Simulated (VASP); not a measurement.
# FeGe (CsCl type) (Pm-3m) in VASP: a series of runs

Runs on FeGe (CsCl type). Level: r2SCAN. Tasks: single point.

Everything below comes from runs of VASP 6.6.1. Logs are shortened: lines on timing, memory, paths and dates and some standing lists are left out, and cuts for length are marked.

### 1 The cell of the first run

The structure is cubic, space group Pm-3m (No. 221). Conventional cell: a = 2.190 Å, b = 2.190 Å, c = 2.190 Å, α = 90.00°, β = 90.00°, γ = 90.00°. Fe (site symmetry m-3m) has 8 Ge at 1.90 Å and 6 Fe at 2.19 Å within 2.5 Å. Ge (site symmetry m-3m) has 8 Fe at 1.90 Å and 6 Ge at 2.19 Å within 2.5 Å.

### 2 Single point, r2SCAN, collinear spin, ferromagnetic start (volume scaled by 0.45, partial waves polarizable)

POSCAR reads:

```
FeGe
1.0
    2.1900018210      0.0000000000      0.0000000000
    0.0000000000      2.1900018210      0.0000000000
    0.0000000000      0.0000000000      2.1900018210
Fe Ge
1 1
Direct
    0.0000000000      0.0000000000      0.0000000000
    0.5000000000      0.5000000000      0.5000000000
```

INCAR.step1 reads:

```
SYSTEM = FeGe
PREC = Accurate
ENCUT = 520
ISMEAR = -1
SIGMA = 0.1
LREAL = .False.
LASPH = .True.
NELM = 150
ISPIN = 2
MAGMOM = 2.5 0
LMAXMIX = 4
NBANDS = 22
GGA = PE
ALGO = Normal
EDIFF = 1E-4
LWAVE = .True.
LCHARG = .False.
```

INCAR.step2 reads:

```
SYSTEM = FeGe
PREC = Accurate
ENCUT = 520
EDIFF = 1E-6
ISMEAR = -1
SIGMA = 0.1
LREAL = .False.
LASPH = .True.
NELM = 150
ALGO = Normal
ISIF = 2
LWAVE = .False.
LCHARG = .True.
ISPIN = 2
MAGMOM = 2.5 0
LORBIT = 11
LMAXMIX = 4
METAGGA = R2SCAN
LMIXTAU = .True.
LELF = .True.
LVHAR = .True.
NBANDS = 22
ISTART = 1
```

KPOINTS reads:

```
Automatic mesh
0
Gamma
  14 14 14
  0 0 0
```

Potentials or basis: VASP PAW PBE potentials, release 64 (Fe, Ge_d).

Launch:

```
cat potpaw_PBE.64/Fe/POTCAR potpaw_PBE.64/Ge_d/POTCAR > POTCAR
cp INCAR.step1 INCAR
mpirun -np 1 vasp_std > vasp.out
cp INCAR.step2 INCAR
mpirun -np 1 vasp_std > vasp.out
```

OUTCAR:

```text
SYSTEM = FeGe
   PREC = Accurate
   ENCUT = 520
   EDIFF = 1E-6
   ISMEAR = -1
   LREAL = .False.
   LASPH = .True.
   NELM = 150
   ISIF = 2
   ISPIN = 2
   LORBIT = 11
   METAGGA = R2SCAN
   ISTART = 1

 ion  position               nearest neighbor table
   1  0.000  0.000  0.000-   2 1.90   2 1.90   2 1.90   2 1.90   2 1.90   2 1.90   2 1.90   2 1.90

   2  0.500  0.500  0.500-   1 1.90   1 1.90   1 1.90   1 1.90   1 1.90   1 1.90   1 1.90   1 1.90

  LATTYP: Found a simple cubic cell.
 ALAT       =     2.1900018210

  Lattice vectors:

 A1 = (   2.1900018210,   0.0000000000,   0.0000000000)
 A2 = (   0.0000000000,   2.1900018210,   0.0000000000)
 A3 = (   0.0000000000,   0.0000000000,   2.1900018210)

Analysis of symmetry for initial positions (statically):
=====================================================================
 Subroutine PRICEL returns:
 Original cell was already a primitive cell.

 Routine SETGRP: Setting up the symmetry group for a
 simple cubic supercell.

 Subroutine GETGRP returns: Found 48 space group operations
 (whereof 48 operations were pure point group operations)
 out of a pool of 48 trial point group operations.

The static configuration has the point symmetry O_h .

Analysis of symmetry for dynamics (positions and initial velocities):
=====================================================================
 Subroutine PRICEL returns:
 Original cell was already a primitive cell.

 Routine SETGRP: Setting up the symmetry group for a
 simple cubic supercell.

 Subroutine GETGRP returns: Found 48 space group operations
 (whereof 48 operations were pure point group operations)
 out of a pool of 48 trial point group operations.

The dynamic configuration has the point symmetry O_h .

Analysis of structural, dynamic, and magnetic symmetry:
=====================================================================
 Subroutine PRICEL returns:
 Original cell was already a primitive cell.

 Routine SETGRP: Setting up the symmetry group for a
 simple cubic supercell.

 Subroutine GETGRP returns: Found 48 space group operations
 (whereof 48 operations were pure point group operations)
 out of a pool of 48 trial point group operations.

The overall configuration has the point symmetry O_h .

 Subroutine INISYM returns: Found 48 space group operations
 (whereof 48 operations are pure point group operations),
 and found     1 'primitive' translations

[... 109 lines left out ...]
   ISMEAR =    -1;   SIGMA  =   0.10  broadening in eV -4-tet -1-fermi 0-gaus
   EFERMI_NEDOS =   21; number of points for ismear=-14 and -15
   IALGO  =     38    algorithm
   IMIX   =      4    mixing-type and parameters
     AMIX     =   0.40;   BMIX     =  1.00
     AMIX_MAG =   1.60;   BMIX_MAG =  1.00
  volume/ion in A,a.u.               =       5.25        35.44
  Fermi-wavevector in a.u.,A,eV,Ry     =   2.094617  3.958252 59.694467  4.387420
  Thomas-Fermi vector in A             =   3.086073
   LORBIT       =     11    0 simple, 1 ext, 2 COOP (PROOUT), +10 PAW based schemes
   METAGGA = R2SCAN    functional components
   LHFCALC =     F    Hartree Fock is set to
   AEXX    =    0.0000 exact exchange contribution
   IVDW    =     0    specifies the selected vdW correction
   LEPSILON=     F    determine dielectric tensor
   LRPA    =     F    only Hartree local field effects (RPA)
 spin polarized calculation
  energy-cutoff  :      520.00
  volume of cell :       10.50
 maximum number of plane-waves:       300
   NGX =  9   NGY =  9   NGZ =  9

 number of electron      21.9999994 magnetization      -0.0000044

 number of electron      21.9999994 magnetization       0.0000018

 Free energy of the ion-electron system (eV)
  ---------------------------------------------------
  ext. energy  EPLUGINS =         0.00000000
  ---------------------------------------------------
  free energy    TOTEN  =        -6.93826678 eV

  energy without entropy =       -6.92743692  energy(sigma->0) =       -6.93285185

 E-fermi :  25.9337     XC(G=0): -21.0046

 val. band max:       25.9286238438   @ k =   0.5000   0.4286   0.1429
 cond. band min:      25.9547768493   @ k =   0.4286   0.3571   0.0000
 fundamental gap:      0.0261530055
 Fermi energy:        25.9337351283

 spin component 1

 k-point     1 :       0.0000    0.0000    0.0000
  band No.  band energies     occupation
      1      -5.5253      1.00000
      2      -5.5253      1.00000
      3      -3.8663      1.00000
      4      -3.8663      1.00000
      5      -3.8663      1.00000
      6       0.6086      1.00000
[... 589 lines left out ...]
     21      60.1799      0.00000
     22      63.5490      0.00000

 [... further k-points ...]

 spin component 2

 k-point     1 :       0.0000    0.0000    0.0000
  band No.  band energies     occupation
      1      -5.5253      1.00000
      2      -5.5253      1.00000
      3      -3.8663      1.00000
      4      -3.8663      1.00000
      5      -3.8663      1.00000
      6       0.6086      1.00000
[... 589 lines left out ...]
     21      60.1799      0.00000
     22      63.5490      0.00000

 [... further k-points ...]
[... 5 lines left out ...]
  --------------------------------------------------------------------------------------
  -------------------------------------------------------------------------------------
  Total       71.5633206     71.5633206     71.5633206      0.0000000     -0.0000000     -0.0000000
  in kB    10916.1033398  10916.1033398  10916.1033398      0.0000000     -0.0000000     -0.0000000
  external PRESSURE =   10916.1033398 kB  Pullay stress =       0.0000000 kB

 VOLUME and BASIS-vectors are now :
 -----------------------------------------------------------------------------
  energy-cutoff  :      520.00
  volume of cell :       10.50
      direct lattice vectors                 reciprocal lattice vectors
     2.190001821  0.000000000  0.000000000     0.456620625  0.000000000  0.000000000
     0.000000000  2.190001821  0.000000000     0.000000000  0.456620625  0.000000000
     0.000000000  0.000000000  2.190001821     0.000000000  0.000000000  0.456620625

 POSITION                                       TOTAL-FORCE (eV/Angst)
 -----------------------------------------------------------------------------------
      0.00000      0.00000      0.00000         0.000000      0.000000      0.000000
      1.09500      1.09500      1.09500         0.000000      0.000000      0.000000
 -----------------------------------------------------------------------------------
    total drift:                                0.000000      0.000000      0.000000

  FREE ENERGIE OF THE ION-ELECTRON SYSTEM (eV)
  ---------------------------------------------------
  free  energy   TOTEN  =        -6.9382667830 eV

  energy  without entropy=       -6.9274369159  energy(sigma->0) =       -6.93285185

 total charge

# of ion       s       p       d       tot
------------------------------------------
    1        0.972   1.951   8.871  11.794
    2        1.305   2.635  11.320  15.260
--------------------------------------------------
tot          2.277   4.586  20.190  27.053

 magnetization (x)

# of ion       s       p       d       tot
------------------------------------------
    1        0.000  -0.000  -0.000  -0.000
    2        0.000  -0.000  -0.000  -0.000
--------------------------------------------------
tot          0.000  -0.000  -0.000  -0.000
```

Run time: 2.9 min. Hardware: 1 thread of AMD EPYC 7R43 (Zen 3), shared host; peak memory 0.12 GiB.

The run converged, but its numbers aren't listed here, since they failed a check.

Caveat: the starting moments collapsed, and a magnetic state may lie lower; the PAW data sets were made with another functional, which shifts forces and pressure a little.

### 3 Single point, r2SCAN, collinear spin, ferromagnetic start (volume scaled by 0.55)

POSCAR reads:

```
FeGe
1.0
    2.3415020079      0.0000000000      0.0000000000
    0.0000000000      2.3415020079      0.0000000000
    0.0000000000      0.0000000000      2.3415020079
Fe Ge
1 1
Direct
    0.0000000000      0.0000000000      0.0000000000
    0.5000000000      0.5000000000      0.5000000000
```

INCAR.step1 reads:

```
PREC = Accurate ; ENCUT = 520
ISMEAR = -1 ; SIGMA = 0.1
LREAL = F ; LASPH = T
NELM = 150 ; ISPIN = 2
MAGMOM = 2.5 0 ; LMAXMIX = 4
NBANDS = 22 ; GGA = PE
ALGO = Normal ; EDIFF = 1E-4
LWAVE = T ; LCHARG = F
```

INCAR.step2 reads:

```
PREC = Accurate ; ENCUT = 520
EDIFF = 1E-7 ; ISMEAR = -1
SIGMA = 0.1 ; LREAL = F
LASPH = T ; NELM = 150
ALGO = Normal ; ISIF = 2
LWAVE = F ; LCHARG = F
ISPIN = 2 ; MAGMOM = 2.5 0
LORBIT = 11 ; LMAXMIX = 4
METAGGA = R2SCAN ; LMIXTAU = T
NBANDS = 22 ; ISTART = 1
```

KPOINTS reads:

```
regular mesh
0
Gamma
  14 14 14
```

Potentials or basis: VASP PAW PBE potentials, release 64 (Fe, Ge_d).

Launch:

```
cat potpaw_PBE.64/Fe/POTCAR potpaw_PBE.64/Ge_d/POTCAR > POTCAR
cp INCAR.step1 INCAR
mpirun -np 1 vasp_std > vasp.out
cp INCAR.step2 INCAR
mpirun -np 1 vasp_std > vasp.out
```

OUTCAR:

```text
PREC = Accurate
   ENCUT = 520
   EDIFF = 1E-7
   ISMEAR = -1
   LREAL = F
   LASPH = T
   NELM = 150
   ISIF = 2
   ISPIN = 2
   LORBIT = 11
   METAGGA = R2SCAN
   ISTART = 1

 ion  position               nearest neighbor table
   1  0.000  0.000  0.000-   2 2.03   2 2.03   2 2.03   2 2.03   2 2.03   2 2.03   2 2.03   2 2.03

   2  0.500  0.500  0.500-   1 2.03   1 2.03   1 2.03   1 2.03   1 2.03   1 2.03   1 2.03   1 2.03

  LATTYP: Found a simple cubic cell.
 ALAT       =     2.3415020079

[... 1419 lines left out ...]
  external PRESSURE =    5136.4233145 kB  Pullay stress =       0.0000000 kB

 VOLUME and BASIS-vectors are now :
 -----------------------------------------------------------------------------
  energy-cutoff  :      520.00
  volume of cell :       12.84
      direct lattice vectors                 reciprocal lattice vectors
     2.341502008  0.000000000  0.000000000     0.427076294  0.000000000  0.000000000
     0.000000000  2.341502008  0.000000000     0.000000000  0.427076294  0.000000000
     0.000000000  0.000000000  2.341502008     0.000000000  0.000000000  0.427076294

 POSITION                                       TOTAL-FORCE (eV/Angst)
 -----------------------------------------------------------------------------------
      0.00000      0.00000      0.00000         0.000000      0.000000      0.000000
      1.17075      1.17075      1.17075         0.000000      0.000000      0.000000
 -----------------------------------------------------------------------------------
    total drift:                                0.000000     -0.000000      0.000000

  FREE ENERGIE OF THE ION-ELECTRON SYSTEM (eV)
  ---------------------------------------------------
  free  energy   TOTEN  =       -18.0554059045 eV

  energy  without entropy=      -18.0390246122  energy(sigma->0) =      -18.04721526

 total charge

# of ion       s       p       d       tot
------------------------------------------
    1        0.764   1.452   7.968  10.183
    2        1.185   2.195  10.849  14.229
--------------------------------------------------
tot          1.949   3.646  18.817  24.412

 magnetization (x)

# of ion       s       p       d       tot
------------------------------------------
    1        0.000   0.000   0.000   0.000
    2        0.000   0.000  -0.000   0.000
--------------------------------------------------
tot          0.000   0.000   0.000   0.000
```

OUTCAR.step1:

```text
PREC = Accurate
   ENCUT = 520
   ISMEAR = -1
   LREAL = F
   LASPH = T
   NELM = 150
[... 1443 lines left out ...]
 -----------------------------------------------------------------------------------
      0.00000      0.00000      0.00000         0.000000      0.000000      0.000000
      1.17075      1.17075      1.17075         0.000000      0.000000      0.000000
 -----------------------------------------------------------------------------------
    total drift:                                0.000000     -0.000000      0.000000

  FREE ENERGIE OF THE ION-ELECTRON SYSTEM (eV)
  ---------------------------------------------------
  free  energy   TOTEN  =        -2.4030484306 eV

  energy  without entropy=       -2.3860713878  energy(sigma->0) =       -2.39455991
```

OSZICAR.step1:

```text
N       E                     dE             d eps       ncg     rms          rms(c)
DAV:   1     0.128639045070E+03    0.12864E+03   -0.88978E+03 13534   0.287E+03
DAV:   2     0.681108457699E+01   -0.12183E+03   -0.11408E+03 10782   0.411E+02
DAV:   3    -0.250580028925E+01   -0.93169E+01   -0.92264E+01 11892   0.844E+01
DAV:   4    -0.260713834933E+01   -0.10134E+00   -0.10130E+00 11928   0.940E+00
DAV:   5    -0.260767522441E+01   -0.53688E-03   -0.53686E-03 12426   0.667E-01    0.373E+01
DAV:   6    -0.272917852288E+01   -0.12150E+00   -0.88270E-01 14692   0.128E+01    0.169E+01
DAV:   7    -0.248664906639E+01    0.24253E+00   -0.44200E-01 15532   0.120E+01    0.111E+01
DAV:   8    -0.240481747806E+01    0.81832E-01   -0.21545E-01 15492   0.624E+00    0.977E-01
DAV:   9    -0.240253772180E+01    0.22798E-02   -0.11967E-02 15876   0.168E+00    0.501E-01
DAV:  10    -0.240295156185E+01   -0.41384E-03   -0.82347E-04 14852   0.389E-01    0.250E-01
DAV:  11    -0.240304843058E+01   -0.96869E-04   -0.11586E-04  7982   0.162E-01
   1 F= -.24030484E+01 E0= -.23945599E+01  d E =-.169770E-01  mag=    -0.0020
```

It took 4.8 min on 1 thread of AMD EPYC 7R43 (Zen 3), shared host; peak memory 0.14 GiB.

What came out:

* Free energy: -18.0554 eV
* Pressure: 513.6 GPa
* Band gap on the k mesh: zero (filled and empty bands overlap)
* Net moment: 0.00 μB per cell

Levels at points of the mesh, in eV from the Fermi level:
Spin up:
```
           k point  band 7  band 8  band 9  band 10  band 11  band 12  band 13  band 14  band 15  band 16
(0.00, 0.00, 0.00)   -7.82   -7.82   -2.01    -2.01    -2.01     4.95     4.95     4.95    14.15    14.15
(0.50, 0.00, 0.00)  -14.89   -7.19   -5.59    -5.59    -2.06     0.69    10.43    15.62    15.62    17.20
(0.50, 0.50, 0.00)   -8.85   -8.85   -6.87    -3.76    -3.76    -0.14     5.44     6.67    14.60    17.93
(0.50, 0.50, 0.50)  -12.09  -12.09    0.01     0.01     0.01     3.68     3.68     3.68     7.50     7.50
```
Spin down:
```
           k point  band 7  band 8  band 9  band 10  band 11  band 12  band 13  band 14  band 15  band 16
(0.00, 0.00, 0.00)   -7.82   -7.82   -2.01    -2.01    -2.01     4.95     4.95     4.95    14.15    14.15
(0.50, 0.00, 0.00)  -14.89   -7.19   -5.59    -5.59    -2.06     0.69    10.43    15.62    15.62    17.20
(0.50, 0.50, 0.00)   -8.85   -8.85   -6.87    -3.76    -3.76    -0.14     5.44     6.67    14.60    17.93
(0.50, 0.50, 0.50)  -12.09  -12.09    0.01     0.01     0.01     3.68     3.68     3.68     7.50     7.50
```

Caveat: the starting moments collapsed, and a magnetic state may lie lower; the PAW data sets were made with another functional, which shifts forces and pressure a little.

(Continued in part 2 of 2.)
